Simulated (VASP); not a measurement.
# Se (R-3) in VASP: further runs

Se is run at these levels: PBEsol; tasks: single point.

All numbers are computed with VASP 6.6.1; they aren't measurements. Logs are shortened: lines on timing, memory, paths and dates and some standing lists are left out, and cuts for length are marked.

**1. The cell of the first run**

Symmetry: R-3, No. 148, trigonal system. The conventional cell has a = 10.703 Å, b = 10.703 Å, c = 4.567 Å, α = 90.00°, β = 90.00°, γ = 120.00°. Se (site symmetry 1) has 5 Se at 2.43 to 3.21 Å within 3.3 Å.

**2. Single point, PBEsol**

Input file INCAR:

```
ALGO = Normal
EDIFF = 1E-6
ENCUT = 520
GGA = PS
ISIF = 2
ISMEAR = 0
LASPH = True
LCHARG = False
LREAL = False
LWAVE = False
NBANDS = 27
NELM = 60
PREC = Accurate
SIGMA = 0.02
```

Input file KPOINTS:

```
k-points
0
Gamma
  6 6 6
```

Input file POSCAR:

```
Se
1.0
    5.3514623784      3.0896682447      1.5222232982
   -5.3514623784      3.0896682447      1.5222232982
    0.0000000000     -6.1793364895      1.5222232981
Se
6
Direct
    0.3025245754      0.1671748817      0.9090848791
    0.9090848791      0.3025245754      0.1671748817
    0.1671748817      0.9090848791      0.3025245754
    0.6974754246      0.8328251183      0.0909151209
    0.0909151209      0.6974754246      0.8328251183
    0.8328251183      0.0909151209      0.6974754246
```

Potentials or basis: VASP PAW PBE potentials, release 64 (Se).

On the command line:

```
$ cat potpaw_PBE.64/Se/POTCAR > POTCAR
$ mpirun -np 1 vasp_std > vasp.out
```

OUTCAR:

```text
EDIFF = 1E-6
   ENCUT = 520
   GGA = PS
   ISIF = 2
   ISMEAR = 0
   LASPH = True
   LREAL = False
   NELM = 60
   PREC = Accurate

 ion  position               nearest neighbor table
   1  0.303  0.167  0.909-   5 2.43   6 2.43
   2  0.909  0.303  0.167-   4 2.43   6 2.43
   3  0.167  0.909  0.303-   4 2.43   5 2.43
   4  0.697  0.833  0.091-   2 2.43   3 2.43
   5  0.091  0.697  0.833-   1 2.43   3 2.43
   6  0.833  0.091  0.697-   1 2.43   2 2.43

  LATTYP: Found a trigonal (rhomboedric) cell.
 ALAT       =     6.3640681344
 COS(alpha) =    -0.4141820083

  Lattice vectors:

 A1 = (   5.3514623784,   3.0896682447,   1.5222232982)
 A2 = (  -5.3514623784,   3.0896682447,   1.5222232982)
 A3 = (   0.0000000000,  -6.1793364895,   1.5222232981)

Analysis of symmetry for initial positions (statically):
=====================================================================
 Subroutine PRICEL returns:
 Original cell was already a primitive cell.

 Routine SETGRP: Setting up the symmetry group for a
 trigonal (rhombohedral) supercell.

 Subroutine GETGRP returns: Found  6 space group operations
 (whereof  6 operations were pure point group operations)
 out of a pool of 12 trial point group operations.

The static configuration has the point symmetry S_6 .

Analysis of symmetry for dynamics (positions and initial velocities):
=====================================================================
 Subroutine PRICEL returns:
 Original cell was already a primitive cell.

 Routine SETGRP: Setting up the symmetry group for a
 trigonal (rhombohedral) supercell.

 Subroutine GETGRP returns: Found  6 space group operations
 (whereof  6 operations were pure point group operations)
 out of a pool of 12 trial point group operations.

The dynamic configuration has the point symmetry S_6 .

 Subroutine INISYM returns: Found  6 space group operations
 (whereof  6 operations are pure point group operations),
 and found     1 'primitive' translations

----------------------------------------------------------------------------------------

                                     Primitive cell

  volume of cell :     151.0129

  direct lattice vectors                    reciprocal lattice vectors
     5.351462378  3.089668245  1.522223298     0.093432405  0.053943224  0.218977947
    -5.351462378  3.089668245  1.522223298    -0.093432405  0.053943224  0.218977947
     0.000000000 -6.179336489  1.522223298     0.000000000 -0.107886448  0.218977947

  length of vectors
     6.364068134  6.364068134  6.364068134     0.244112325  0.244112325  0.244112325

  position of ions in fractional coordinates (direct lattice)
     0.302524575  0.167174882  0.909084879
     0.909084879  0.302524575  0.167174882
     0.167174882  0.909084879  0.302524575
     0.697475425  0.832825118  0.090915121
     0.090915121  0.697475425  0.832825118
     0.832825118  0.090915121  0.697475425

  ion indices of the primitive-cell ions
   primitive index   ion index
                 1           1
                 2           2
                 3           3
                 4           4
                 5           5
                 6           6

----------------------------------------------------------------------------------------

 KPOINTS: k-points

Automatic generation of k-mesh.
 Grid dimensions read from file:
 generate k-points for:    6    6    6

 Generating k-lattice:

  Cartesian coordinates                     Fractional coordinates (reciprocal lattice)
     0.015572067  0.008990537  0.036496325     0.166666667  0.000000000  0.000000000
    -0.015572067  0.008990537  0.036496325     0.000000000  0.166666667  0.000000000
     0.000000000 -0.017981075  0.036496325     0.000000000  0.000000000  0.166666667

  Length of vectors
     0.040685387  0.040685387  0.040685387

  Shift w.r.t. Gamma in fractional coordinates (k-lattice)
     0.000000000  0.000000000  0.000000000

 Subroutine IBZKPT returns following result:
 ===========================================

 Found     40 irreducible k-points:

 Following reciprocal coordinates:
            Coordinates               Weight
  0.000000  0.000000  0.000000      1.000000
  0.166667  0.000000  0.000000      6.000000
  0.333333 -0.000000  0.000000      6.000000
  0.500000  0.000000  0.000000      3.000000
  0.166667  0.166667  0.000000      6.000000
  0.333333  0.166667  0.000000      6.000000
[... 16 lines left out ...]
  0.333333  0.333333  0.166667      6.000000
  0.500000  0.333333  0.166667      6.000000
 [... further k-points ...]
   k-points           NKPTS =     40   k-points in BZ     NKDIM =     40   number of bands    NBANDS=     27
   number of dos      NEDOS =    301   number of ions     NIONS =      6
   total plane-waves  NPLWV = 110592
   dimension x,y,z NGX =    48 NGY =   48 NGZ =   48
   dimension x,y,z NGXF=    96 NGYF=   96 NGZF=   96
   ions per type =               6
   NGX,Y,Z   is equivalent  to a cutoff of  12.54, 12.54, 12.54 a.u.
   NGXF,Y,Z  is equivalent  to a cutoff of  25.08, 25.08, 25.08 a.u.
 SYSTEM =  unknown system
   PREC   = accura    normal or accurate (medium, high low for compatibility)
   ISTART =      0    job   : 0-new  1-cont  2-samecut
   ICHARG =      2    charge: 1-file 2-atom 10-const
   ISPIN  =      1    spin polarized calculation?
   LNONCOLLINEAR =      F non collinear calculations
   LSORBIT =      F    spin-orbit coupling
   LASPH  =      T    aspherical Exc in radial PAW
   ENCUT  =  520.0 eV  38.22 Ry    6.18 a.u.  11.83 11.83 11.83*2*pi/ulx,y,z
   NELM   =     60;   NELMIN=  2; NELMDL= -5     # of ELM steps
   EDIFF  = 0.1E-05   stopping-criterion for ELM
   LREAL  =      F    real-space projection
   EDIFFG = 0.1E-04   stopping-criterion for IOM
   NSW    =      0    number of steps for IOM
   IBRION =     -1    ionic relax: 0-MD 1-quasi-New 2-CG
   NFREE  =      0    steps in history (QN), initial steepest desc. (CG)
   ISIF   =      2    stress and relaxation
   ISYM   =      2    0-nonsym 1-usesym 2-fastsym
   POTIM  = 0.5000    time-step for ionic-motion
   TEBEG  =    0.0;   TEEND  =   0.0 temperature during run
   PSTRESS=    0.0 pullay stress
   NELECT =      36.0000    total number of electrons
   NUPDOWN=      -1.0000    fix difference up-down
   EMIN   =  10.00;   EMAX   =-10.00  energy-range for DOS
   EFERMI =   0.00;   METHOD = LEGACY
   ISMEAR =     0;   SIGMA  =   0.02  broadening in eV -4-tet -1-fermi 0-gaus
   EFERMI_NEDOS =   21; number of points for ismear=-14 and -15
   IALGO  =     38    algorithm
   IMIX   =      4    mixing-type and parameters
     AMIX     =   0.40;   BMIX     =  1.00
     AMIX_MAG =   1.60;   BMIX_MAG =  1.00
  volume/ion in A,a.u.               =      25.17       169.85
  Fermi-wavevector in a.u.,A,eV,Ry     =   1.015090  1.918241 14.019535  1.030407
  Thomas-Fermi vector in A             =   2.148355
   LORBIT       =      0    0 simple, 1 ext, 2 COOP (PROOUT), +10 PAW based schemes
   GGA     = PS    functional components
   LHFCALC =     F    Hartree Fock is set to
   AEXX    =    0.0000 exact exchange contribution
   IVDW    =     0    specifies the selected vdW correction
   LEPSILON=     F    determine dielectric tensor
   LRPA    =     F    only Hartree local field effects (RPA)
 non-spin polarized calculation
 Gauss-broadening in eV      SIGMA  =   0.02
  energy-cutoff  :      520.00
  volume of cell :      151.01
 maximum number of plane-waves:      4110
   NGX = 23   NGY = 23   NGZ = 23

 number of electron      35.9999997 magnetization

 Free energy of the ion-electron system (eV)
  ---------------------------------------------------
  ext. energy  EPLUGINS =         0.00000000
  ---------------------------------------------------
  free energy    TOTEN  =       -22.91561544 eV

  energy without entropy =      -22.91561544  energy(sigma->0) =      -22.91561544

 E-fermi :   3.1788     XC(G=0):  -9.4207

 val. band max:        3.0680169022   @ k =   0.5000   0.0000   0.0000
 cond. band min:       4.0449274720   @ k =  -0.1667   0.1667   0.1667
 fundamental gap:      0.9769105698
 Fermi energy:         3.1787746111

 k-point     1 :       0.0000    0.0000    0.0000
  band No.  band energies     occupation
      1     -12.8015      2.00000
      2     -10.5403      2.00000
      3     -10.5403      2.00000
      4      -8.8897      2.00000
      5      -8.8897      2.00000
      6      -7.9739      2.00000
[... 19 lines left out ...]
     26       9.0076      0.00000
     27       9.5695      0.00000

 k-point     2 :       0.1667    0.0000    0.0000
  band No.  band energies     occupation
      1     -12.6892      2.00000
      2     -10.6961      2.00000
      3     -10.5776      2.00000
      4      -8.9830      2.00000
      5      -8.7195      2.00000
      6      -7.8919      2.00000
[... 19 lines left out ...]
     26       9.3844      0.00000
     27       9.5551      0.00000

 k-point     3 :       0.3333   -0.0000    0.0000
  band No.  band energies     occupation
      1     -12.4062      2.00000
      2     -11.0234      2.00000
      3     -10.6582      2.00000
      4      -9.1098      2.00000
      5      -8.3938      2.00000
      6      -7.8504      2.00000
[... 19 lines left out ...]
     26       9.9573      0.00000
     27      10.1437      0.00000

 k-point     4 :       0.5000    0.0000    0.0000
  band No.  band energies     occupation
      1     -12.2018      2.00000
      2     -11.2370      2.00000
      3     -10.7006      2.00000
      4      -9.1564      2.00000
      5      -8.2070      2.00000
      6      -7.8996      2.00000
[... 19 lines left out ...]
     26      10.5213      0.00000
     27      10.7799      0.00000
[... 516 lines left out ...]
      4      -9.0680      2.00000
      5      -8.7461      2.00000
      6      -7.5508      2.00000
[... 19 lines left out ...]
     26       9.0588      0.00000
     27       9.7386      0.00000

 k-point    23 :       0.3333    0.3333    0.1667
  band No.  band energies     occupation
      1     -11.9766      2.00000
      2     -11.5724      2.00000
      3     -11.1935      2.00000
      4      -8.7900      2.00000
      5      -8.3255      2.00000
      6      -7.5249      2.00000
[... 19 lines left out ...]
     26       8.5492      0.00000
     27       8.7514      0.00000

 k-point    24 :       0.5000    0.3333    0.1667
  band No.  band energies     occupation
      1     -12.1327      2.00000
      2     -11.5340      2.00000
      3     -11.0581      2.00000
      4      -9.0556      2.00000
      5      -8.3862      2.00000
      6      -7.1520      2.00000
[... 19 lines left out ...]
     26       8.6617      0.00000
     27       9.2595      0.00000

 [... further k-points ...]
[... 5 lines left out ...]
  --------------------------------------------------------------------------------------
  -------------------------------------------------------------------------------------
  Total        0.1751723      0.1751723      0.1074715      0.0000008     -0.0000000     -0.0000000
  in kB        1.8584983      1.8584983      1.1402234      0.0000085     -0.0000000     -0.0000000
  external PRESSURE =       1.6190734 kB  Pullay stress =       0.0000000 kB

 VOLUME and BASIS-vectors are now :
 -----------------------------------------------------------------------------
  energy-cutoff  :      520.00
  volume of cell :      151.01
      direct lattice vectors                 reciprocal lattice vectors
     5.351462378  3.089668245  1.522223298     0.093432405  0.053943224  0.218977947
    -5.351462378  3.089668245  1.522223298    -0.093432405  0.053943224  0.218977947
     0.000000000 -6.179336489  1.522223298     0.000000000 -0.107886448  0.218977947

 POSITION                                       TOTAL-FORCE (eV/Angst)
 -----------------------------------------------------------------------------------
      0.72432     -4.16633      2.09882         0.003511      0.019975      0.024410
      3.24598      2.71044      2.09882        -0.019055     -0.006947      0.024410
     -3.97030      1.45588      2.09882         0.015544     -0.013028      0.024410
     -0.72432      4.16633      2.46785        -0.003511     -0.019975     -0.024410
     -3.24598     -2.71044      2.46785         0.019055      0.006947     -0.024410
      3.97030     -1.45588      2.46785        -0.015544      0.013028     -0.024410
 -----------------------------------------------------------------------------------
    total drift:                               -0.000000      0.000000      0.000000

  FREE ENERGIE OF THE ION-ELECTRON SYSTEM (eV)
  ---------------------------------------------------
  free  energy   TOTEN  =       -22.9156154372 eV

  energy  without entropy=      -22.9156154372  energy(sigma->0) =      -22.91561544
```

Run time: 3.2 min. Hardware: 1 thread of Oxide Virtual Turin-like, shared host; peak memory 0.33 GiB.

What came out:

| Property | Result |
| --- | --- |
| Free energy | -22.9156 eV |
| Pressure | 0.2 GPa |
| Largest force | 0.032 eV/Å |
| Band gap on the k mesh | 0.98 eV (least direct gap 1.10 eV) |

Forces in eV/Å, atoms in the order of the input:
```
Se   0.004  0.020  0.024
Se  -0.019 -0.007  0.024
Se   0.016 -0.013  0.024
Se  -0.004 -0.020 -0.024
Se   0.019  0.007 -0.024
Se  -0.016  0.013 -0.024
```

Levels at points of the mesh, in eV from the valence-band top:
| k point | band 16 | band 17 | band 18 | band 19 | band 20 | band 21 |
| --- | --- | --- | --- | --- | --- | --- |
| (0.00, 0.00, 0.00) | -1.03 | -0.53 | -0.53 | 2.07 | 2.07 | 2.34 |
| (0.50, 0.00, 0.00) | -0.91 | -0.34 | 0.00 | 1.44 | 1.63 | 2.53 |
| (0.50, 0.50, 0.00) | -1.50 | -1.19 | -0.09 | 1.15 | 1.45 | 1.88 |
| (0.50, 0.50, 0.50) | -1.15 | -1.15 | -0.66 | 1.48 | 1.49 | 1.49 |

Caveat: this functional lacks dispersion, which holds the molecules together, so the pressure and a relaxed volume are unreliable; the PAW data sets were made with another functional, which shifts forces and pressure a little.

(Continued in part 2 of 2.)
